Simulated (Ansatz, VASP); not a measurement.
**Sb in VASP and in Ansatz**

```
Sb
1.0
     3.31353    0.00000    0.00000
    -1.65676    2.86960    0.00000
     0.00000    0.00000   26.82190
Sb
5
Direct
  0.83333 0.16667 0.29948
  0.16667 0.83333 0.39536
  0.50000 0.50000 0.50000
  0.83333 0.16667 0.60464
  0.16667 0.83333 0.70052
```

Alike in both runs: task single point; functional LDA; k mesh 14 × 14 × 1; occupations fermi-dirac, width 0.05 eV; no spin polarisation.

|  | VASP | Ansatz |
| --- | --- | --- |
| version | VASP 6.6.1 | Ansatz 0.2.0 |
| potentials or method | VASP PAW LDA potentials, release 64 (Sb), cutoff 520 eV | all-electron LAPW, non-relativistic |

```tsv
	VASP	Ansatz	Ansatz less VASP
rms of the force components (eV/Å)	0.015	0.034	+0.0192
```

LDA's correlation is that of Perdew and Zunger in VASP and of Perdew and Wang (1992) in Ansatz. Atom by atom the forces differ by 0.021 eV/Å (rms over components). Ansatz ran all-electron here, and VASP with PAW potentials.

Spin-orbit coupling is off throughout.
